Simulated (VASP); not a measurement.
A run of VASP 6.6.1 is set up as follows.

Contents of INCAR:

```
PREC = Accurate
ENCUT = 520
EDIFF = 1E-7
ISMEAR = 0
SIGMA = 0.01
LREAL = False
LASPH = True
NELM = 60
ALGO = Normal
ISIF = 2
LWAVE = False
LCHARG = False
NBANDS = 35
```

File KPOINTS:

```
Automatic mesh
0
Gamma
  5 5 5
```

POSCAR

```
Al2O3
1.0
    2.3645999077      1.3652023932      4.2972238067
   -2.3645999077      1.3652023932      4.2972238067
    0.0000000000     -2.7304047865      4.2972238067
Al O
4 6
Direct
    0.3520243202      0.3520243202      0.3520243202
    0.1479756798      0.1479756798      0.1479756798
    0.6479756798      0.6479756798      0.6479756798
    0.8520243202      0.8520243202      0.8520243202
    0.5558617308      0.9441382692      0.2500000000
    0.2500000000      0.5558617308      0.9441382692
    0.9441382692      0.2500000000      0.5558617308
    0.4441382692      0.0558617308      0.7500000000
    0.7500000000      0.4441382692      0.0558617308
    0.0558617308      0.7500000000      0.4441382692
```

Potentials or basis: VASP PAW LDA potentials, release 64 (Al, O).

The run is started by

```console
$ cat potpaw_LDA.64/Al/POTCAR potpaw_LDA.64/O/POTCAR > POTCAR
$ mpirun -np 1 vasp_std > vasp.out
```

Question: Predict the pressure.

Answer: 0.9 GPa.

Question: Estimate the largest force.

Answer: 0.012 eV/Å.

Question: What does it give for the band gap on the k mesh?

Answer: 6.44 eV.

Forces on the atoms (eV/Å):
```
Al   0.000  0.000 -0.012
Al   0.000  0.000  0.012
Al   0.000  0.000  0.012
Al   0.000  0.000 -0.012
O   -0.009  0.000  0.000
O    0.005 -0.008  0.000
O    0.005  0.008  0.000
O    0.009  0.000  0.000
O   -0.005  0.008  0.000
O   -0.005 -0.008  0.000
```

**The experiment to reproduce.**

From “Multi-petahertz electron interference in Cr:Al2O3 solid-state material”, 2018, pmc:5906618, for a bulk crystal of Al2O3: band gap 8.7 eV (optical).

Against the measured gap of Al2O3, 8.7 eV (optical; quoted in “Multi-petahertz electron interference in Cr:Al2O3 solid-state material”, 2018, pmc:5906618), the calculated 6.44 eV is off by -2.26 eV. The value is that of LDA, without temperature or zero-point motion. Semilocal functionals fall short of measured gaps as a rule.
